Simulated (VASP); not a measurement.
Write the native input for VASP 6.6.1 that does the following.

| Item | Value |
| --- | --- |
| Task | single point |
| Functional | r2SCAN |
| Potentials or basis | VASP PAW PBE potentials, release 64 (Sr_sv, O) |
| Cutoff | 520 eV |
| k mesh | 8 × 8 × 8 |
| Occupations | gaussian, width 0.01 eV |
| Spin | no spin polarisation |
| Dipole correction | no |
| Further INCAR settings | ALGO = Normal; EDIFF = 1e-07; NBANDS = 15 |

SrO:

```
CELL_PARAMETERS angstrom
0.00000 2.58012 2.58012
2.58012 0.00000 2.58012
2.58012 2.58012 0.00000
ATOMIC_POSITIONS crystal
Sr 0.00000 0.00000 0.00000
O 0.50000 0.50000 0.50000
```

One way to write it, as run:

POSCAR

```
SrO
1.0
    0.0000000000      2.5801213120      2.5801213120
    2.5801213120      0.0000000000      2.5801213120
    2.5801213120      2.5801213120      0.0000000000
Sr O
1 1
Direct
    0.0000000000      0.0000000000      0.0000000000
    0.5000000000      0.5000000000      0.5000000000
```

INCAR.step1

```
SYSTEM = SrO
ALGO     = Normal         ! electronic algorithm
EDIFF    = 1E-4           ! SCF threshold, eV
ENCUT    = 520            ! plane-wave cutoff, eV
GGA      = PE             ! functional
ISMEAR   = 0              ! smearing method
LASPH    = .TRUE.         ! aspherical terms in the spheres
LCHARG   = .FALSE.        ! write CHGCAR
LREAL    = .FALSE.        ! projectors in reciprocal space
LWAVE    = .TRUE.         ! write WAVECAR
NBANDS   = 15             ! bands
NELM     = 100            ! most SCF steps
PREC     = Accurate       ! precision mode
SIGMA    = 0.01           ! smearing width, eV
```

INCAR.step2

```
SYSTEM = SrO
ALGO     = Normal         ! electronic algorithm
EDIFF    = 1E-7           ! SCF threshold, eV
ENCUT    = 520            ! plane-wave cutoff, eV
ISIF     = 2              ! what is computed and relaxed
ISMEAR   = 0              ! smearing method
ISTART   = 1            
LASPH    = .TRUE.         ! aspherical terms in the spheres
LCHARG   = .FALSE.        ! write CHGCAR
LMIXTAU  = .TRUE.       
LREAL    = .FALSE.        ! projectors in reciprocal space
LWAVE    = .FALSE.        ! write WAVECAR
METAGGA  = R2SCAN         ! meta-GGA
NBANDS   = 15             ! bands
NELM     = 100            ! most SCF steps
PREC     = Accurate       ! precision mode
SIGMA    = 0.01           ! smearing width, eV
```

KPOINTS

```
k-points
0
G
  8 8 8
  0 0 0
```

Potentials or basis: VASP PAW PBE potentials, release 64 (Sr_sv, O).

The run is started by

```sh
$ cat potpaw_PBE.64/Sr_sv/POTCAR potpaw_PBE.64/O/POTCAR > POTCAR
$ cp INCAR.step1 INCAR
$ mpirun -np 1 vasp_std > vasp.out
$ cp INCAR.step2 INCAR
$ mpirun -np 1 vasp_std > vasp.out
```

It gave:

```yaml
Pressure: 0.5 GPa
Band_gap_on_the_k_mesh: 3.75 eV (least direct gap 3.84 eV)
```

Caveat: the PAW data sets were made with another functional, which shifts forces and pressure a little.

Wall time 2.5 min on 1 thread of Intel Xeon 8259CL, on a shared host, peak memory 0.17 GiB.
